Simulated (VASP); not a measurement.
# TaN (P1) in VASP: a series of runs

TaN is run at these levels: PBE; tasks: single point.

Everything below comes from runs of VASP 6.6.1. Logs are shortened: lines on timing, memory, paths and dates and some standing lists are left out, and cuts for length are marked.

### Step 1. The cell of the first run

The typed cell holds 2 atoms: a = 3.072 Å, b = 2.974 Å, c = 3.006 Å, α = 62.34°, β = 60.71°, γ = 59.80°.

### Step 2. Single point, PBE

The input, INCAR:

```
ALGO = Normal ; EDIFF = 1E-6
ENCUT = 520 ; GGA = PE
ISIF = 2 ; ISMEAR = 1
LASPH = T ; LCHARG = F
LREAL = F ; LWAVE = F
NBANDS = 15 ; NELM = 100
PREC = Accurate ; SIGMA = 0.1
```

The input, KPOINTS:

```
k-points
0
Gamma
  8 8 8
```

The input, POSCAR:

```
TaN
1.0
   -0.0377900000      2.1627500000      2.1807500000
    2.0505100000     -0.0117600000      2.1547200000
    2.0816900000      2.1679100000     -0.0429500000
Ta N
1 1
Direct
    0.4307400000      0.4978200000      0.5115900000
    0.0127400000      0.9279800000      0.0779100000
```

Potentials or basis: VASP PAW PBE potentials, release 64 (Ta_pv, N).

The run is started by

```sh
$ cat potpaw_PBE.64/Ta_pv/POTCAR potpaw_PBE.64/N/POTCAR > POTCAR
$ mpirun -np 1 vasp_std > vasp.out
```

OUTCAR:

```text
EDIFF = 1E-6
   ENCUT = 520
   GGA = PE
   ISIF = 2
   ISMEAR = 1
   LASPH = T
   LREAL = F
   NELM = 100
   PREC = Accurate

 ion  position               nearest neighbor table
   1  0.431  0.498  0.512-   2 1.85   2 2.10   2 2.12   2 2.19   2 2.24   2 2.49
   2  0.013  0.928  0.078-   1 1.85   1 2.10   1 2.12   1 2.19   1 2.24   1 2.49

  Warning from LATTYP: Got some problem with cell dimensions!
  Tried to take original basis but could not verify dimensions!
  LATTYP: Found a triclinic cell.
 ALAT       =     2.9744827846
 B/A-ratio  =     1.0406615978
 C/A-ratio  =     1.0326424376
 COS(alpha) =     0.0083789537
 COS(beta)  =     0.5030434730
 COS(gamma) =     0.5101451949

  Lattice vectors:

 A1 = (  -2.0505100000,   0.0117600000,  -2.1547200000)
 A2 = (   0.0311800000,   2.1796700000,  -2.1976700000)
 A3 = (   0.0377900000,  -2.1627500000,  -2.1807500000)

Analysis of symmetry for initial positions (statically):
=====================================================================
 Subroutine PRICEL returns:
 Original cell was already a primitive cell.

 Routine SETGRP: Setting up the symmetry group for a
 triclinic supercell.

 Subroutine GETGRP returns: Found  1 space group operations
 (whereof  1 operations were pure point group operations)
 out of a pool of  2 trial point group operations.

The static configuration has the point symmetry C_1 .

Analysis of symmetry for dynamics (positions and initial velocities):
=====================================================================
 Subroutine PRICEL returns:
 Original cell was already a primitive cell.

 Routine SETGRP: Setting up the symmetry group for a
 triclinic supercell.

 Subroutine GETGRP returns: Found  1 space group operations
 (whereof  1 operations were pure point group operations)
 out of a pool of  2 trial point group operations.

The dynamic configuration has the point symmetry C_1 .

 Subroutine INISYM returns: Found  1 space group operations
 (whereof  1 operations are pure point group operations),
 and found     1 'primitive' translations

----------------------------------------------------------------------------------------

                                     Primitive cell

  volume of cell :      19.8154

  direct lattice vectors                    reciprocal lattice vectors
    -0.037790000  2.162750000  2.180750000    -0.235712012  0.230806467  0.225571825
     2.050510000 -0.011760000  2.154720000     0.243273086 -0.229014626  0.231339985
     2.081690000  2.167910000 -0.042950000     0.236470631  0.229774345 -0.223780003

  length of vectors
     3.071577153  2.974482785  3.005846258     0.399642873  0.406383663  0.398487263

  position of ions in fractional coordinates (direct lattice)
     0.430740000  0.497820000  0.511590000
     0.012740000  0.927980000  0.077910000

  ion indices of the primitive-cell ions
   primitive index   ion index
                 1           1
                 2           2

----------------------------------------------------------------------------------------

 KPOINTS: k-points

Automatic generation of k-mesh.
 Grid dimensions read from file:
 generate k-points for:    8    8    8

 Generating k-lattice:

  Cartesian coordinates                     Fractional coordinates (reciprocal lattice)
    -0.029464001  0.028850808  0.028196478     0.125000000  0.000000000 -0.000000000
     0.030409136 -0.028626828  0.028917498    -0.000000000  0.125000000  0.000000000
     0.029558829  0.028721793 -0.027972500     0.000000000 -0.000000000  0.125000000

  Length of vectors
     0.049955359  0.050797958  0.049810908

  Shift w.r.t. Gamma in fractional coordinates (k-lattice)
     0.000000000  0.000000000  0.000000000

 Subroutine IBZKPT returns following result:
 ===========================================

 Found    260 irreducible k-points:

 Following reciprocal coordinates:
            Coordinates               Weight
  0.000000  0.000000  0.000000      1.000000
  0.125000  0.000000  0.000000      2.000000
  0.250000  0.000000  0.000000      2.000000
  0.375000  0.000000 -0.000000      2.000000
  0.500000  0.000000  0.000000      1.000000
 -0.000000  0.125000 -0.000000      2.000000
[... 16 lines left out ...]
  0.125000  0.375000  0.000000      2.000000
  0.250000  0.375000  0.000000      2.000000
 [... further k-points ...]
   k-points           NKPTS =    260   k-points in BZ     NKDIM =    260   number of bands    NBANDS=     15
   number of dos      NEDOS =    301   number of ions     NIONS =      2
   total plane-waves  NPLWV =  13824
   dimension x,y,z NGX =    24 NGY =   24 NGZ =   24
   dimension x,y,z NGXF=    48 NGYF=   48 NGZF=   48
   ions per type =               1   1
   NGX,Y,Z   is equivalent  to a cutoff of  12.99, 13.41, 13.27 a.u.
   NGXF,Y,Z  is equivalent  to a cutoff of  25.98, 26.83, 26.55 a.u.
 SYSTEM =  unknown system
   PREC   = accura    normal or accurate (medium, high low for compatibility)
   ISTART =      0    job   : 0-new  1-cont  2-samecut
   ICHARG =      2    charge: 1-file 2-atom 10-const
   ISPIN  =      1    spin polarized calculation?
   LNONCOLLINEAR =      F non collinear calculations
   LSORBIT =      F    spin-orbit coupling
   LASPH  =      T    aspherical Exc in radial PAW
   ENCUT  =  520.0 eV  38.22 Ry    6.18 a.u.   5.71  5.53  5.59*2*pi/ulx,y,z
   NELM   =    100;   NELMIN=  2; NELMDL= -5     # of ELM steps
   EDIFF  = 0.1E-05   stopping-criterion for ELM
   LREAL  =      F    real-space projection
   EDIFFG = 0.1E-04   stopping-criterion for IOM
   NSW    =      0    number of steps for IOM
   IBRION =     -1    ionic relax: 0-MD 1-quasi-New 2-CG
   NFREE  =      0    steps in history (QN), initial steepest desc. (CG)
   ISIF   =      2    stress and relaxation
   ISYM   =      2    0-nonsym 1-usesym 2-fastsym
   POTIM  = 0.5000    time-step for ionic-motion
   TEBEG  =    0.0;   TEEND  =   0.0 temperature during run
   PSTRESS=    0.0 pullay stress
   NELECT =      16.0000    total number of electrons
   NUPDOWN=      -1.0000    fix difference up-down
   EMIN   =  10.00;   EMAX   =-10.00  energy-range for DOS
   EFERMI =   0.00;   METHOD = LEGACY
   ISMEAR =     1;   SIGMA  =   0.10  broadening in eV -4-tet -1-fermi 0-gaus
   EFERMI_NEDOS =   21; number of points for ismear=-14 and -15
   IALGO  =     38    algorithm
   IMIX   =      4    mixing-type and parameters
     AMIX     =   0.40;   BMIX     =  1.00
     AMIX_MAG =   1.60;   BMIX_MAG =  1.00
  volume/ion in A,a.u.               =       9.91        66.86
  Fermi-wavevector in a.u.,A,eV,Ry     =   1.524452  2.880796 31.619303  2.323953
  Thomas-Fermi vector in A             =   2.632757
   LORBIT       =      0    0 simple, 1 ext, 2 COOP (PROOUT), +10 PAW based schemes
   GGA     = PE    functional components
   LHFCALC =     F    Hartree Fock is set to
   AEXX    =    0.0000 exact exchange contribution
   IVDW    =     0    specifies the selected vdW correction
   LEPSILON=     F    determine dielectric tensor
   LRPA    =     F    only Hartree local field effects (RPA)
 non-spin polarized calculation
 Methfessel and Paxton  Order N= 1 SIGMA  =   0.10
  energy-cutoff  :      520.00
  volume of cell :       19.82
 maximum number of plane-waves:       545
   NGX = 11   NGY = 11   NGZ = 11

 number of electron      16.0000001 magnetization

 Free energy of the ion-electron system (eV)
  ---------------------------------------------------
  ext. energy  EPLUGINS =         0.00000000
  ---------------------------------------------------
  free energy    TOTEN  =       -20.88764626 eV

  energy without entropy =      -20.88778928  energy(sigma->0) =      -20.88769393

 E-fermi :  10.1887     XC(G=0): -13.7804

 val. band max:       10.1777371529   @ k =   0.2500   0.3750   0.1250
 cond. band min:      10.2155499535   @ k =  -0.3750   0.2500   0.2500
 fundamental gap:      0.0378128006
 Fermi energy:        10.1886766388

 k-point     1 :       0.0000    0.0000    0.0000
  band No.  band energies     occupation
      1     -25.2938      2.00000
      2     -25.1260      2.00000
      3     -25.0423      2.00000
      4      -9.0920      2.00000
      5       4.3683      2.00000
      6       4.6035      2.00000
      7       4.8589      2.00000
      8       8.0335      2.00000
      9      10.0022      2.02412
     10      10.2345      0.30745
     11      10.5404     -0.00001
     12      12.5359      0.00000
     13      13.1159      0.00000
     14      19.5314      0.00000
     15      23.1328      0.00000

 k-point     2 :       0.1250    0.0000    0.0000
  band No.  band energies     occupation
      1     -25.4094      2.00000
      2     -25.2046      2.00000
      3     -25.0581      2.00000
      4      -8.6791      2.00000
      5       3.2209      2.00000
      6       4.4103      2.00000
      7       4.7317      2.00000
      8       8.1120      2.00000
      9       9.5773      2.00000
     10       9.7447      2.00000
     11      12.2355      0.00000
     12      13.5371      0.00000
     13      14.4757      0.00000
     14      20.7050      0.00000
     15      23.1323      0.00000

 k-point     3 :       0.2500    0.0000    0.0000
  band No.  band energies     occupation
      1     -25.7911      2.00000
      2     -25.2690      2.00000
      3     -25.0947      2.00000
      4      -7.6439      2.00000
      5       1.6065      2.00000
      6       3.4576      2.00000
      7       3.8170      2.00000
      8       8.8205      2.00000
      9      10.2171      0.54030
     10      10.3013     -0.06750
     11      14.4388      0.00000
     12      15.6165      0.00000
     13      16.5998      0.00000
     14      22.8897      0.00000
     15      23.1450      0.00000

 k-point     4 :       0.3750    0.0000   -0.0000
  band No.  band energies     occupation
      1     -26.1664      2.00000
      2     -25.3118      2.00000
      3     -25.1297      2.00000
      4      -6.4894      2.00000
      5       0.1888      2.00000
      6       2.6337      2.00000
      7       2.8696      2.00000
      8      10.2612      0.06333
      9      11.5959     -0.00000
     10      11.8407     -0.00000
     11      15.2933      0.00000
     12      16.8665      0.00000
     13      18.6628      0.00000
     14      22.3802      0.00000
     15      23.1575      0.00000
[... 307 lines left out ...]
 k-point    22 :      -0.0000    0.3750    0.0000
  band No.  band energies     occupation
      1     -26.1700      2.00000
      2     -25.3209      2.00000
      3     -25.1995      2.00000
      4      -6.4026      2.00000
      5       0.1904      2.00000
      6       2.4006      2.00000
      7       2.9575      2.00000
      8      10.2458      0.18627
      9      11.3933     -0.00000
     10      11.9649     -0.00000
     11      15.1529      0.00000
     12      17.0014      0.00000
     13      18.6829      0.00000
     14      22.8342      0.00000
     15      23.1953      0.00000

 k-point    23 :       0.1250    0.3750    0.0000
  band No.  band energies     occupation
      1     -26.0029      2.00000
      2     -25.3819      2.00000
      3     -25.2460      2.00000
      4      -6.9128      2.00000
      5       0.8249      2.00000
      6       2.4886      2.00000
      7       3.8304      2.00000
      8       8.6725      2.00000
      9      11.1321     -0.00000
     10      12.4624      0.00000
     11      15.4261      0.00000
     12      16.8647      0.00000
     13      17.4867      0.00000
     14      22.9970      0.00000
     15      23.2664      0.00000

 k-point    24 :       0.2500    0.3750    0.0000
  band No.  band energies     occupation
      1     -25.8738      2.00000
      2     -25.5048      2.00000
      3     -25.3380      2.00000
      4      -7.4067      2.00000
      5       1.6581      2.00000
      6       2.6471      2.00000
      7       4.6541      2.00000
      8       7.8733      2.00000
      9      11.4420     -0.00000
     10      13.3769      0.00000
     11      15.1146      0.00000
     12      15.2128      0.00000
     13      18.0226      0.00000
     14      22.9402      0.00000
     15      23.2558      0.00000

 [... further k-points ...]

------------------------ aborting loop because EDIFF is reached ----------------------------------------

  FORCE on cell =-STRESS in cart. coord.  units (eV):
  Direction    XX          YY          ZZ          XY          YZ          ZX
  --------------------------------------------------------------------------------------
  -------------------------------------------------------------------------------------
  Total        7.0403609     11.5931818      2.7651367      0.1559576     -0.1480845      0.1886447
  in kB      569.2487584    937.3673343    223.5752715     12.6099580    -11.9733830     15.2528760
  external PRESSURE =     576.7304548 kB  Pullay stress =       0.0000000 kB

 VOLUME and BASIS-vectors are now :
 -----------------------------------------------------------------------------
  energy-cutoff  :      520.00
  volume of cell :       19.82
      direct lattice vectors                 reciprocal lattice vectors
    -0.037790000  2.162750000  2.180750000    -0.235712012  0.230806467  0.225571825
     2.050510000 -0.011760000  2.154720000     0.243273086 -0.229014626  0.231339985
     2.081690000  2.167910000 -0.042950000     0.236470631  0.229774345 -0.223780003

 POSITION                                       TOTAL-FORCE (eV/Angst)
 -----------------------------------------------------------------------------------
      2.06948      2.03481      1.99003        -0.137518      5.133952      0.169609
      2.06454      0.18554      2.02397         0.137518     -5.133952     -0.169609
 -----------------------------------------------------------------------------------
    total drift:                                0.000011     -0.000573     -0.000032

  FREE ENERGIE OF THE ION-ELECTRON SYSTEM (eV)
  ---------------------------------------------------
  free  energy   TOTEN  =       -20.8876462590 eV

  energy  without entropy=      -20.8877892769  energy(sigma->0) =      -20.88769393
```

Wall time 76 s (1 thread of Intel Xeon 8259CL, shared host); peak memory 0.2 GiB.

What came out:

```yaml
Free_energy: -20.8876 eV
Pressure: 57.7 GPa
Largest_force: 5.139 eV/Å
Band_gap_on_the_k_mesh: zero (bands 8 and 9 overlap by 3.32 eV)
```

Forces in eV/Å, atoms in the order of the input:
```
Ta  -0.138  5.134  0.170
N    0.138 -5.134 -0.170
```

Caveat: the stress differs along the axes, from 22 to 94 GPa; spin-orbit coupling is left out, which moves the levels of the heavy elements; forces of over 1 eV/Å act on the atoms, so gaps and moduli don't describe the material at rest.

### Step 3. Single point, PBE

The input, INCAR:

```
ALGO = Normal ; EDIFF = 1E-7
ENCUT = 520 ; GGA = PE
ISIF = 2 ; ISMEAR = 1
LASPH = True ; LCHARG = False
LREAL = False ; LWAVE = False
NBANDS = 15 ; NELM = 60
PREC = Accurate ; SIGMA = 0.1
```

KPOINTS is that of step 2.

POSCAR: that of step 2 with these lines changed.

```diff
@@ -9,2 +9,2 @@
     0.4307400000      0.4978200000      0.5115900000
-    0.0127400000      0.9279800000      0.0779100000
+    0.0117971520      0.9289530923      0.0788558825
```

Potentials or basis: VASP PAW PBE potentials, release 64 (Ta_pv, N).

The run is started by

```sh
$ cat potpaw_PBE.64/Ta_pv/POTCAR potpaw_PBE.64/N/POTCAR > POTCAR
$ mpirun -np 1 vasp_std > vasp.out
```

Wall time 77 s (1 thread of Intel Xeon 8259CL, shared host); peak memory 0.2 GiB.

The run converged. Its results:

```
Free energy            : -20.8881 eV
Pressure               : 57.7 GPa
Largest force          : 5.137 eV/Å
Band gap on the k mesh : zero (bands 8 and 9 overlap by 3.33 eV)
```

Forces in eV/Å, atoms in the order of the input:
```
Ta  -0.093  5.133  0.166
N    0.093 -5.133 -0.166
```

Stress tensor (GPa, compression positive):
```
56.87  0.71  1.50
 0.71 93.73 -1.15
 1.50 -1.15 22.40
```

Levels at points of the mesh, in eV from the Fermi level:
```tsv
k point	band 4	band 5	band 6	band 7	band 8	band 9	band 10	band 11	band 12	band 13
(0.00, 0.00, 0.00)	-19.28	-5.82	-5.59	-5.33	-2.16	-0.20	0.06	0.34	2.35	2.93
(0.50, 0.00, 0.00)	-16.12	-10.63	-7.87	-7.66	1.27	2.39	2.68	4.07	6.87	9.23
(0.00, 0.50, 0.00)	-16.01	-10.68	-8.09	-7.59	1.65	1.99	2.47	4.34	6.79	9.28
(0.50, 0.50, 0.00)	-17.96	-7.89	-6.91	-5.18	-1.87	3.16	3.83	4.43	5.11	7.80
(0.00, 0.00, 0.50)	-16.07	-10.68	-7.66	-7.62	1.24	2.03	2.74	3.90	6.76	9.16
(0.50, 0.00, 0.50)	-17.88	-6.40	-5.76	-4.85	-4.45	2.52	3.21	3.80	4.43	7.14
(0.00, 0.50, 0.50)	-17.90	-7.92	-6.36	-5.13	-2.37	3.22	4.06	4.19	4.76	8.37
(0.50, 0.50, 0.50)	-16.03	-10.63	-8.18	-7.76	1.92	2.13	2.49	4.39	6.90	9.27
```

Caveat: the stress differs along the axes, from 22 to 94 GPa; spin-orbit coupling is left out, which moves the levels of the heavy elements; forces of over 1 eV/Å act on the atoms, so gaps and moduli don't describe the material at rest.

(Part 1 of 2 ends here.)

The gap in the log of VASP goes by the Fermi energy; the results here count the filled bands.